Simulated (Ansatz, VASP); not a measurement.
## One calculation of SnPbO2, two programs

```
Sn Pb O
1.0
     3.86827    0.00000    0.00000
     0.00000    3.86827    0.00000
     0.00000    0.00000    4.89753
Sn Pb O
1 1 2
Direct
  0.00000 0.00000 0.22479
  0.50000 0.50000 0.74569
  0.50000 0.00000 0.01476
  0.00000 0.50000 0.01476
```

Alike in both runs: task single point; functional r2SCAN; k mesh 6 × 6 × 6; no spin polarisation.

```csv
,VASP,Ansatz
version,VASP 6.6.1,Ansatz 0.2.0
potentials or method,"VASP PAW PBE potentials, release 64 (Sn_d, Pb_d, O)","plane waves, PAW"
plane-wave cutoff (eV),520,500
occupations,"gaussian, width 0.01 eV",fixed
valence electrons in the cell,40,40
```

Ansatz gave:

- gap on the k mesh at the Fermi level (eV): 0.78
- pressure (GPa): 1.2
- traceless stress, the component that is largest in VASP (GPa): 0.00
- rms of the force components (eV/Å): 0.006

Problem. What did VASP give for the same quantities?

Solution. gap on the k mesh at the Fermi level (eV): 0.78; pressure (GPa): 1.8; traceless stress, the component that is largest in VASP (GPa): -0.08; rms of the force components (eV/Å): 0.045.

VASP's potentials were made for PBE, not for r2SCAN. Atom by atom the forces differ by 0.051 eV/Å (rms over components).

Neither program's run includes spin-orbit coupling.
